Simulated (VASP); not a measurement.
Input of a VASP 6.6.1 run:

INCAR

```
PREC     = Accurate       # precision mode
ENCUT    = 520            # plane-wave cutoff, eV
EDIFF    = 1E-7           # SCF threshold, eV
ISMEAR   = -1             # smearing method
SIGMA    = 0.05           # smearing width, eV
LREAL    = Auto         
LASPH    = True           # aspherical terms in the spheres
NELM     = 80             # most SCF steps
ALGO     = Normal         # electronic algorithm
ISIF     = 2              # what is computed and relaxed
LWAVE    = False          # write WAVECAR
LCHARG   = False          # write CHGCAR
GGA      = PS             # functional
NBANDS   = 58             # bands
```

The input KPOINTS:

```
Automatic mesh
0
Gamma
  1 1 1
```

The input POSCAR:

```
H4C
1.0
    7.9581140000      0.0000000000      0.0000000000
    0.0000000000      7.9581140000      0.0000000000
    0.0000000000      0.0000000000      7.9581140000
C H
8 32
Direct
    0.2451334575      0.7005679989      0.3409853139
    0.3758930822      0.0862264602      0.8830861181
    0.9556409974      0.5358179086      0.9671763938
    0.6937322084     -0.1060175816      0.3770617008
    0.4235174314      0.4927800733      0.7690766933
    0.6787789167      0.4847756642      0.3194349817
    0.8839154604      0.9895058050      0.9611825113
    1.0103650186      0.3253409036      0.5568404775
    0.3557752503      0.6228611452      0.3945658481
    0.1713973939      0.6056460111      0.2803176733
    0.2744368829      0.8096265020      0.2523336559
    0.1610934450      0.7458928083      0.4488375009
    0.4885454016      0.1286360060      0.9388154027
    0.3521186050     -0.0509794155      0.8969210544
    0.4019796650      0.0973597513      0.7433293868
    0.2576866831      0.1669616696      0.9022112526
    0.8870443424      0.5402410672      0.8495731526
    0.9551006683      0.4083128239      1.0191485068
    0.8998363180      0.6020773264      1.0684315404
    1.0973454263      0.5565012012      0.9644119197
    0.6905404974     -0.1506638382      0.5160016557
    0.6968736562     -0.2134802291      0.2973820179
    0.8319056500     -0.0828462623      0.3293368253
    0.6008710104     -0.0027393425      0.3640184094
    0.4693700040      0.6116524594      0.7289415558
    0.4728507282      0.3712563052      0.7541108358
    0.2932730041      0.4774246762      0.7187506990
    0.4247488789      0.5039636276      0.9088334246
    0.6640769408      0.5012117193      0.1829327904
    0.6628831907      0.3577229479      0.3411863665
    0.6040878530      0.5799112704      0.3960360457
    0.8100160415      0.4881558621      0.3440388012
    0.7767418260      0.9530273128      0.8675548000
    0.8831615129      1.1317756946      0.9441558641
    0.9824438303      0.9074386218      0.9178556628
    0.8105186731      0.9337262573      1.0910248333
    1.1257315490      0.3168464287      0.6187646973
    0.9207583606      0.2097858865      0.5286428418
    1.0353206803      0.3736438056      0.4413105919
    0.9339524415      0.4134647983      0.6239166717
```

Potentials or basis: VASP PAW PBE potentials, release 64 (C, H).

The run is started by

```sh
$ cat potpaw_PBE.64/C/POTCAR potpaw_PBE.64/H/POTCAR > POTCAR
$ mpirun -np 1 vasp_gam > vasp.out
```

Task: Predict the band gap on the k mesh.

Result: 6.29 eV.

Task: Estimate the pressure.

Result: -0.2 GPa.

Task: Estimate the largest force.

Result: 4.856 eV/Å.

Forces on the atoms (eV/Å):
```
C    0.434  0.469  1.396
C   -2.087 -0.233 -2.526
C    2.123 -1.329  0.490
C    2.334  0.277  1.603
C   -2.375  0.271  1.733
C   -0.564  2.057 -0.525
C   -4.755 -0.699  0.695
C   -3.367 -2.379  0.612
H   -0.902  1.421 -0.585
H   -0.651 -0.483 -0.852
H    0.054 -1.145  0.875
H    0.965 -0.217 -0.836
H    0.950  0.464  1.156
H   -0.007  0.571  0.480
H   -0.200 -0.003  0.677
H    1.316 -0.885  0.262
H    0.045  0.231 -0.295
H   -0.312 -0.537 -0.306
H   -0.532  1.254  0.621
H   -1.240  0.446 -0.478
H    0.317  0.480 -1.629
H   -1.736 -1.027 -0.671
H   -1.414  1.087  1.477
H    0.501 -0.497 -0.582
H    1.147  0.449 -1.048
H    1.698 -1.014 -1.038
H    0.267  0.401  0.567
H   -0.624  0.059 -0.229
H   -0.238  0.306  0.083
H   -1.351 -2.365  0.764
H    0.666 -1.295 -0.647
H    1.357  0.920  0.333
H    1.040  0.375  0.758
H    0.679 -1.378  0.613
H    0.977  0.177  0.230
H    2.076  1.574 -2.511
H    1.513 -1.106  1.121
H    1.832  1.169  0.869
H    0.628  1.434 -3.103
H   -0.561  0.699  0.443
```

Caveat: the k points lie up to 0.79 Å⁻¹ apart; the PAW data sets were made with another functional, which shifts forces and pressure a little.
